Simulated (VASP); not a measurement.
Here is a VASP 6.6.1 calculation.

File INCAR:

```
ALGO = Normal ; EDIFF = 1E-7
ENCUT = 520 ; GGA = PE
ISIF = 2 ; ISMEAR = 0
LASPH = True ; LCHARG = False
LREAL = False ; LWAVE = False
NBANDS = 15 ; NELM = 100
PREC = Accurate ; SIGMA = 0.05
```

File KPOINTS:

```
k-points
0
Gamma
  6 6 6
```

Contents of POSCAR:

```
KI
1.0
    0.0000000000      3.3835680000      3.3835680000
    3.3835680000      0.0000000000      3.3835680000
    3.3835680000      3.3835680000      0.0000000000
K I
1 1
Direct
    0.0000000000      0.0000000000      0.0000000000
    0.5000000000      0.5000000000      0.5000000000
```

Potentials or basis: VASP PAW PBE potentials, release 64 (K_sv, I).

Run with:

```bash
$ cat potpaw_PBE.64/K_sv/POTCAR potpaw_PBE.64/I/POTCAR > POTCAR
$ mpirun -np 1 vasp_std > vasp.out
```

**Question.** What does it give for the band gap on the k mesh?

**Answer.** 4.29 eV, direct.

**Question.** Predict the pressure.

**Answer.** 3.0 GPa.

Caveat: the cell differs from its parent crystal (strain -0.040 along x and y, -0.040 along z); spin-orbit coupling is left out, which moves the levels of the heavy elements. A k mesh can miss the band edges.
